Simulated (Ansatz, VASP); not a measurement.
C in VASP and in Ansatz

```
C
1.0
     1.25306    0.72346    3.41706
    -1.25306    0.72346    3.41706
     0.00000   -1.44691    3.41706
C
2
Direct
  0.16848 0.16848 0.16848
  0.83152 0.83152 0.83152
```

Change from the starting cell: mode 4 frozen in at +0.019 Å, equal normal strain along x, y and z +0.0167.

Alike in both runs: task single point; functional PBE; dispersion D3(BJ); k mesh 15 × 15 × 15; occupations gaussian, width 0.05 eV; no spin polarisation.

```csv
,VASP,Ansatz
version,VASP 6.6.1,Ansatz 0.2.0
potentials or method,"VASP PAW PBE potentials, release 64 (C), cutoff 520 eV","scalar-relativistic, plane waves, PAW"
valence electrons in the cell,8,8
```

|  | VASP | Ansatz | Ansatz less VASP |
| --- | --- | --- | --- |
| gap on the k mesh at the Fermi level (eV) | 0.55 | 0.55 | 0.000 |
| least direct gap on the mesh (eV) | 0.55 | 0.55 | 0.000 |
| pressure (GPa) | -12.9 | -13.3 | -0.40 |
| traceless stress, the component that is largest in VASP (GPa) | 12.22 | 12.71 | +0.488 |
| rms of the force components (eV/Å) | 0.367 | 0.368 | +0.0013 |

Atom by atom the forces differ by 0.001 eV/Å (rms over components).
